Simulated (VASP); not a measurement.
The system is SiO2.

```
Si O
1.0
    -1.44997    1.44997    4.71780
     1.44997   -1.44997    4.71780
     1.44997    1.44997   -4.71780
Si O
1 2
Direct
  0.00000 0.00000 0.00000
  0.34000 0.34000 0.00000
  0.66000 0.66000 0.00000
```

```yaml
Program: VASP 6.6.1
Task: relaxation of cell and atoms
Functional: PBE
Potentials_or_basis: VASP PAW PBE potentials, release 64 (Si, O)
Cutoff: 600 eV
k_mesh: 8 × 8 × 8
Occupations: gaussian, width 0.1 eV
Spin: no spin polarisation
```

At the start: pressure -31.1 GPa; volume 13.22 Å³/atom.

**Question.** Where does the relaxation end?

**Answer.** Over 22 steps the energy falls by 1468.4 meV/atom and the volume is 10.25 Å³/atom (-22.5 %); space group I4/mmm (No. 139, to 0.1 Å) before and after.

The path:
| step | energy change (eV) | largest force (eV/Å) | pressure (GPa) | volume (Å³) |
| --- | --- | --- | --- | --- |
| 1 | 0.0000 | 3.5907 | -31.08 | 39.67 |
| 2 | -3.5422 | 1.3807 | -17.05 | 26.63 |
| 3 | -3.6231 | 0.4109 | -4.06 | 24.87 |
| 4 | -3.6299 | 0.0116 | -7.00 | 25.20 |
| 5 | -3.9178 | 0.7662 | 21.69 | 22.49 |
| 6 | -3.9375 | 0.5788 | 14.42 | 22.97 |
| 7 | -4.1453 | 1.5110 | 5.08 | 24.44 |
| 8 | -4.1652 | 1.8830 | 2.61 | 25.02 |
| 9 | -4.3054 | 0.7109 | 0.45 | 26.10 |
| 10 | -4.3378 | 0.1498 | -0.23 | 26.86 |
| 11 | -4.3381 | 0.2897 | -0.31 | 26.98 |
| 12 | -4.3679 | 0.1105 | -0.11 | 27.55 |
| 13 | -4.3932 | 0.1922 | 1.08 | 28.61 |
| 14 | -4.3944 | 0.2583 | 1.40 | 28.83 |
| 15 | -4.4021 | 0.0697 | 0.59 | 29.67 |
| 16 | -4.4024 | 0.1365 | 0.46 | 29.84 |
| 17 | -4.4045 | 0.0383 | -0.75 | 30.56 |
| 18 | -4.4045 | 0.0477 | -0.81 | 30.60 |
| 19 | -4.4051 | 0.0647 | 0.02 | 30.74 |
| 20 | -4.4051 | 0.0635 | -0.01 | 30.74 |
| 21 | -4.4051 | 0.0824 | 0.46 | 30.79 |
| 22 | -4.4053 | 0.0027 | 0.18 | 30.76 |

Final structure:
```yaml
crystal:
  lattice:
    - [-1.20612, 1.20612, 5.28651]
    - [1.20612, -1.20612, 5.28651]
    - [1.20612, 1.20612, -5.28651]
  atoms:
    - { symbol: Si, position: [0.00000, 0.00000, 0.00000] }
    - { symbol: O, position: [0.39706, 0.39706, 0.00000] }
    - { symbol: O, position: [0.60294, 0.60294, 0.00000] }
```

Caveat: the volume moved by over 15 % at a fixed basis, so the end points are rough.
